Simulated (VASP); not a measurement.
# BeTe (F-43m) in VASP: a series of runs

The runs below take BeTe through single point, with PBE.

Program: VASP 6.6.1. These are calculated values, not measurements. Logs are shortened: lines on timing, memory, paths and dates and some standing lists are left out, and cuts for length are marked.

### Step 1. The cell of the first run

It takes space group F-43m (No. 216, cubic). The conventional cell has a = 5.664 Å, b = 5.664 Å, c = 5.664 Å, α = 90.00°, β = 90.00°, γ = 90.00°. Be (site symmetry -43m) has 4 Te at 2.45 Å within 3.2 Å. Te (site symmetry -43m) has 4 Be at 2.45 Å within 3.2 Å.

### Step 2. Single point, PBE

INCAR reads:

```
SYSTEM = BeTe
ALGO = Normal
EDIFF = 1E-6
ENCUT = 600
GGA = PE
GGA_COMPAT = .FALSE.
ISIF = 2
ISMEAR = 0
LASPH = .TRUE.
LCHARG = .FALSE.
LREAL = .FALSE.
LWAVE = .FALSE.
NBANDS = 11
NELM = 120
PREC = Accurate
SIGMA = 0.02
```

KPOINTS reads:

```
k-points
0
G
  8 8 8
  0 0 0
```

POSCAR reads:

```
BeTe
1.0
    0.0000000000      2.8321709472      2.8321709472
    2.8321709472      0.0000000000      2.8321709472
    2.8321709472      2.8321709472      0.0000000000
Be Te
1 1
Direct
    0.0000000000      0.0000000000      0.0000000000
    0.2500000000      0.2500000000      0.2500000000
```

Potentials or basis: VASP PAW PBE potentials, release 64 (Be, Te).

Command:

```console
cat potpaw_PBE.64/Be/POTCAR potpaw_PBE.64/Te/POTCAR > POTCAR
mpirun -np 1 vasp_std > vasp.out
```

OUTCAR:

```text
SYSTEM = BeTe
   EDIFF = 1E-6
   ENCUT = 600
   GGA = PE
   ISIF = 2
   ISMEAR = 0
   LASPH = .TRUE.
   LREAL = .FALSE.
   NELM = 120
   PREC = Accurate

 ion  position               nearest neighbor table
   1  0.000  0.000  0.000-   2 2.45   2 2.45   2 2.45   2 2.45
   2  0.250  0.250  0.250-   1 2.45   1 2.45   1 2.45   1 2.45

  LATTYP: Found a face centered cubic cell.
 ALAT       =     5.6643418944

  Lattice vectors:

 A1 = (   0.0000000000,   2.8321709472,   2.8321709472)
 A2 = (   2.8321709472,   0.0000000000,   2.8321709472)
 A3 = (   2.8321709472,   2.8321709472,   0.0000000000)

Analysis of symmetry for initial positions (statically):
=====================================================================
 Subroutine PRICEL returns:
 Original cell was already a primitive cell.

 Routine SETGRP: Setting up the symmetry group for a
 face centered cubic supercell.

 Subroutine GETGRP returns: Found 24 space group operations
 (whereof 24 operations were pure point group operations)
 out of a pool of 48 trial point group operations.

The static configuration has the point symmetry T_d .

Analysis of symmetry for dynamics (positions and initial velocities):
=====================================================================
 Subroutine PRICEL returns:
 Original cell was already a primitive cell.

 Routine SETGRP: Setting up the symmetry group for a
 face centered cubic supercell.

 Subroutine GETGRP returns: Found 24 space group operations
 (whereof 24 operations were pure point group operations)
 out of a pool of 48 trial point group operations.

The dynamic configuration has the point symmetry T_d .

 Subroutine INISYM returns: Found 24 space group operations
 (whereof 24 operations are pure point group operations),
 and found     1 'primitive' translations

----------------------------------------------------------------------------------------

                                     Primitive cell

  volume of cell :      45.4348

  direct lattice vectors                    reciprocal lattice vectors
     0.000000000  2.832170947  2.832170947    -0.176543016  0.176543016  0.176543016
     2.832170947  0.000000000  2.832170947     0.176543016 -0.176543016  0.176543016
     2.832170947  2.832170947  0.000000000     0.176543016  0.176543016 -0.176543016

  length of vectors
     4.005294564  4.005294564  4.005294564     0.305781473  0.305781473  0.305781473

  position of ions in fractional coordinates (direct lattice)
     0.000000000  0.000000000  0.000000000
     0.250000000  0.250000000  0.250000000

  ion indices of the primitive-cell ions
   primitive index   ion index
                 1           1
                 2           2

----------------------------------------------------------------------------------------

 KPOINTS: k-points

Automatic generation of k-mesh.
 Grid dimensions read from file:
 generate k-points for:    8    8    8

 Generating k-lattice:

  Cartesian coordinates                     Fractional coordinates (reciprocal lattice)
    -0.022067877  0.022067877  0.022067877     0.125000000  0.000000000  0.000000000
     0.022067877 -0.022067877  0.022067877     0.000000000  0.125000000  0.000000000
     0.022067877  0.022067877 -0.022067877     0.000000000  0.000000000  0.125000000

  Length of vectors
     0.038222684  0.038222684  0.038222684

  Shift w.r.t. Gamma in fractional coordinates (k-lattice)
     0.000000000  0.000000000  0.000000000

 Subroutine IBZKPT returns following result:
 ===========================================

 Found     29 irreducible k-points:

 Following reciprocal coordinates:
            Coordinates               Weight
  0.000000  0.000000  0.000000      1.000000
  0.125000  0.000000  0.000000      8.000000
  0.250000  0.000000  0.000000      8.000000
  0.375000  0.000000  0.000000      8.000000
  0.500000  0.000000  0.000000      4.000000
  0.125000  0.125000  0.000000      6.000000
[... 16 lines left out ...]
  0.500000  0.250000  0.125000     48.000000
 -0.375000  0.250000  0.125000     24.000000
 [... further k-points ...]
   k-points           NKPTS =     29   k-points in BZ     NKDIM =     29   number of bands    NBANDS=     11
   number of dos      NEDOS =    301   number of ions     NIONS =      2
   total plane-waves  NPLWV =  32768
   dimension x,y,z NGX =    32 NGY =   32 NGZ =   32
   dimension x,y,z NGXF=    64 NGYF=   64 NGZF=   64
   ions per type =               1   1
   NGX,Y,Z   is equivalent  to a cutoff of  13.28, 13.28, 13.28 a.u.
   NGXF,Y,Z  is equivalent  to a cutoff of  26.56, 26.56, 26.56 a.u.
 SYSTEM =  BeTe
   PREC   = accura    normal or accurate (medium, high low for compatibility)
   ISTART =      0    job   : 0-new  1-cont  2-samecut
   ICHARG =      2    charge: 1-file 2-atom 10-const
   ISPIN  =      1    spin polarized calculation?
   LNONCOLLINEAR =      F non collinear calculations
   LSORBIT =      F    spin-orbit coupling
   LASPH  =      T    aspherical Exc in radial PAW
   ENCUT  =  600.0 eV  44.10 Ry    6.64 a.u.   8.00  8.00  8.00*2*pi/ulx,y,z
   NELM   =    120;   NELMIN=  2; NELMDL= -5     # of ELM steps
   EDIFF  = 0.1E-05   stopping-criterion for ELM
   LREAL  =      F    real-space projection
   EDIFFG = 0.1E-04   stopping-criterion for IOM
   NSW    =      0    number of steps for IOM
   IBRION =     -1    ionic relax: 0-MD 1-quasi-New 2-CG
   NFREE  =      0    steps in history (QN), initial steepest desc. (CG)
   ISIF   =      2    stress and relaxation
   ISYM   =      2    0-nonsym 1-usesym 2-fastsym
   POTIM  = 0.5000    time-step for ionic-motion
   TEBEG  =    0.0;   TEEND  =   0.0 temperature during run
   PSTRESS=    0.0 pullay stress
   NELECT =       8.0000    total number of electrons
   NUPDOWN=      -1.0000    fix difference up-down
   EMIN   =  10.00;   EMAX   =-10.00  energy-range for DOS
   EFERMI =   0.00;   METHOD = LEGACY
   ISMEAR =     0;   SIGMA  =   0.02  broadening in eV -4-tet -1-fermi 0-gaus
   EFERMI_NEDOS =   21; number of points for ismear=-14 and -15
   IALGO  =     38    algorithm
   IMIX   =      4    mixing-type and parameters
     AMIX     =   0.40;   BMIX     =  1.00
     AMIX_MAG =   1.60;   BMIX_MAG =  1.00
  volume/ion in A,a.u.               =      22.72       153.30
  Fermi-wavevector in a.u.,A,eV,Ry     =   0.917576  1.733967 11.455366  0.841946
  Thomas-Fermi vector in A             =   2.042560
   LORBIT       =      0    0 simple, 1 ext, 2 COOP (PROOUT), +10 PAW based schemes
   GGA     = PE    functional components
   LHFCALC =     F    Hartree Fock is set to
   AEXX    =    0.0000 exact exchange contribution
   IVDW    =     0    specifies the selected vdW correction
   LEPSILON=     F    determine dielectric tensor
   LRPA    =     F    only Hartree local field effects (RPA)
 non-spin polarized calculation
 Gauss-broadening in eV      SIGMA  =   0.02
  energy-cutoff  :      600.00
  volume of cell :       45.43
 maximum number of plane-waves:      1540
   NGX = 15   NGY = 15   NGZ = 15

 number of electron       8.0000000 magnetization

 Free energy of the ion-electron system (eV)
  ---------------------------------------------------
  ext. energy  EPLUGINS =         0.00000000
  ---------------------------------------------------
  free energy    TOTEN  =        -7.62450693 eV

  energy without entropy =       -7.62450693  energy(sigma->0) =       -7.62450693

 E-fermi :   5.0283     XC(G=0):  -8.9879

 val. band max:        4.9054950081   @ k =   0.0000   0.0000   0.0000
 cond. band min:       6.9207375324   @ k =   0.5000   0.5000   0.0000
 fundamental gap:      2.0152425243
 Fermi energy:         5.0283303460

 k-point     1 :       0.0000    0.0000    0.0000
  band No.  band energies     occupation
      1      -7.2795      2.00000
      2       4.9055      2.00000
      3       4.9055      2.00000
      4       4.9055      2.00000
      5       8.5292      0.00000
      6       8.5292      0.00000
      7       8.5292      0.00000
      8       8.6021      0.00000
      9      13.1964      0.00000
     10      15.1142      0.00000
     11      15.1142      0.00000

 k-point     2 :       0.1250    0.0000    0.0000
  band No.  band energies     occupation
      1      -7.1355      2.00000
      2       3.6129      2.00000
      3       4.6776      2.00000
      4       4.6776      2.00000
      5       8.4132      0.00000
      6       8.8642      0.00000
      7       8.8642      0.00000
      8       9.9157      0.00000
      9      13.6222      0.00000
     10      14.2076      0.00000
     11      14.2076      0.00000

 k-point     3 :       0.2500    0.0000    0.0000
  band No.  band energies     occupation
      1      -6.7393      2.00000
      2       1.6449      2.00000
      3       4.2502      2.00000
      4       4.2502      2.00000
      5       8.1807      0.00000
      6       9.3872      0.00000
      7       9.3872      0.00000
      8      11.8474      0.00000
      9      13.9318      0.00000
     10      13.9318      0.00000
     11      13.9378      0.00000

 k-point     4 :       0.3750    0.0000    0.0000
  band No.  band energies     occupation
      1      -6.2376      2.00000
      2       0.0946      2.00000
      3       3.9201      2.00000
      4       3.9201      2.00000
      5       8.0001      0.00000
      6       9.5281      0.00000
      7       9.5281      0.00000
      8      12.7476      0.00000
      9      14.5879      0.00000
     10      14.9508      0.00000
     11      14.9508      0.00000
[... 239 lines left out ...]
 k-point    22 :       0.3750    0.2500    0.1250
  band No.  band energies     occupation
      1      -6.4122      2.00000
      2       1.3901      2.00000
      3       2.7119      2.00000
      4       3.7097      2.00000
      5       8.5063      0.00000
      6       9.6946      0.00000
      7      10.3070      0.00000
      8      11.1469      0.00000
      9      13.8988      0.00000
     10      15.4207      0.00000
     11      15.9563      0.00000

 k-point    23 :       0.5000    0.2500    0.1250
  band No.  band energies     occupation
      1      -5.9678      2.00000
      2       0.3642      2.00000
      3       2.1812      2.00000
      4       3.2665      2.00000
      5       8.9374      0.00000
      6       9.5742      0.00000
      7      10.7936      0.00000
      8      11.7789      0.00000
      9      14.7053      0.00000
     10      15.1626      0.00000
     11      17.0807      0.00000

 k-point    24 :      -0.3750    0.2500    0.1250
  band No.  band energies     occupation
      1      -5.7452      2.00000
      2      -0.1150      2.00000
      3       2.0710      2.00000
      4       3.0500      2.00000
      5       9.0879      0.00000
      6       9.2954      0.00000
      7      11.5184      0.00000
      8      12.6006      0.00000
      9      13.3798      0.00000
     10      16.4221      0.00000
     11      16.7603      0.00000

 [... further k-points ...]

------------------------ aborting loop because EDIFF is reached ----------------------------------------

  FORCE on cell =-STRESS in cart. coord.  units (eV):
  Direction    XX          YY          ZZ          XY          YZ          ZX
  --------------------------------------------------------------------------------------
  -------------------------------------------------------------------------------------
  Total        0.0341631      0.0341631      0.0341631     -0.0000000      0.0000000      0.0000000
  in kB        1.2047022      1.2047022      1.2047022     -0.0000000      0.0000000      0.0000000
  external PRESSURE =       1.2047022 kB  Pullay stress =       0.0000000 kB

 VOLUME and BASIS-vectors are now :
 -----------------------------------------------------------------------------
  energy-cutoff  :      600.00
  volume of cell :       45.43
      direct lattice vectors                 reciprocal lattice vectors
     0.000000000  2.832170947  2.832170947    -0.176543016  0.176543016  0.176543016
     2.832170947  0.000000000  2.832170947     0.176543016 -0.176543016  0.176543016
     2.832170947  2.832170947  0.000000000     0.176543016  0.176543016 -0.176543016

 POSITION                                       TOTAL-FORCE (eV/Angst)
 -----------------------------------------------------------------------------------
      0.00000      0.00000      0.00000         0.000000      0.000000      0.000000
      1.41609      1.41609      1.41609        -0.000000     -0.000000     -0.000000
 -----------------------------------------------------------------------------------
    total drift:                                0.000000      0.000000      0.000000

  FREE ENERGIE OF THE ION-ELECTRON SYSTEM (eV)
  ---------------------------------------------------
  free  energy   TOTEN  =        -7.6245069277 eV

  energy  without entropy=       -7.6245069277  energy(sigma->0) =       -7.62450693
```

It took 14 s on 1 thread of Intel Xeon 8259CL, shared host; peak memory 0.18 GiB.

What came out:

```
Free energy            : -7.6245 eV
Pressure               : 0.1 GPa
Band gap on the k mesh : 2.02 eV (least direct gap 3.62 eV)
```

Caveat: spin-orbit coupling is left out, which moves the levels of the heavy elements.

### Step 3. Single point, PBE

INCAR reads:

```
PREC = Accurate
ENCUT = 600
EDIFF = 1E-6
ISMEAR = 0
SIGMA = 0.02
LREAL = False
LASPH = True
NELM = 120
ALGO = Normal
ISIF = 2
LWAVE = False
LCHARG = False
GGA = PE
NBANDS = 11
GGA_COMPAT = False
```

KPOINTS reads:

```
Automatic mesh
0
Gamma
  8 8 8
```

POSCAR is that of step 2.

Potentials or basis: VASP PAW PBE potentials, release 64 (Be, Te).

Command:

```console
cat potpaw_PBE.64/Be/POTCAR potpaw_PBE.64/Te/POTCAR > POTCAR
mpirun -np 1 vasp_std > vasp.out
```

OUTCAR:

```text
PREC = Accurate
   ENCUT = 600
   EDIFF = 1E-6
   ISMEAR = 0
   LREAL = False
   LASPH = True
   NELM = 120
   ISIF = 2
   GGA = PE

 ion  position               nearest neighbor table
   1  0.000  0.000  0.000-   2 2.45   2 2.45   2 2.45   2 2.45
   2  0.250  0.250  0.250-   1 2.45   1 2.45   1 2.45   1 2.45

  LATTYP: Found a face centered cubic cell.
 ALAT       =     5.6643418944

  Lattice vectors:

 A1 = (   0.0000000000,   2.8321709472,   2.8321709472)
[... 521 lines left out ...]

------------------------ aborting loop because EDIFF is reached ----------------------------------------

  FORCE on cell =-STRESS in cart. coord.  units (eV):
  Direction    XX          YY          ZZ          XY          YZ          ZX
  --------------------------------------------------------------------------------------
  -------------------------------------------------------------------------------------
  Total        0.0341631      0.0341631      0.0341631     -0.0000000      0.0000000      0.0000000
  in kB        1.2047022      1.2047022      1.2047022     -0.0000000      0.0000000      0.0000000
  external PRESSURE =       1.2047022 kB  Pullay stress =       0.0000000 kB

 VOLUME and BASIS-vectors are now :
 -----------------------------------------------------------------------------
  energy-cutoff  :      600.00
  volume of cell :       45.43
      direct lattice vectors                 reciprocal lattice vectors
     0.000000000  2.832170947  2.832170947    -0.176543016  0.176543016  0.176543016
     2.832170947  0.000000000  2.832170947     0.176543016 -0.176543016  0.176543016
     2.832170947  2.832170947  0.000000000     0.176543016  0.176543016 -0.176543016

 POSITION                                       TOTAL-FORCE (eV/Angst)
 -----------------------------------------------------------------------------------
      0.00000      0.00000      0.00000         0.000000      0.000000      0.000000
      1.41609      1.41609      1.41609        -0.000000     -0.000000     -0.000000
 -----------------------------------------------------------------------------------
    total drift:                                0.000000      0.000000      0.000000

  FREE ENERGIE OF THE ION-ELECTRON SYSTEM (eV)
  ---------------------------------------------------
  free  energy   TOTEN  =        -7.6245069277 eV

  energy  without entropy=       -7.6245069277  energy(sigma->0) =       -7.62450693
```

It took 16 s on 1 thread of Intel Xeon 8259CL, shared host; peak memory 0.18 GiB.

Results:

```yaml
Free_energy: -7.6245 eV
Pressure: 0.1 GPa
Band_gap_on_the_k_mesh: 2.02 eV (least direct gap 3.62 eV)
```

Caveat: spin-orbit coupling is left out, which moves the levels of the heavy elements.
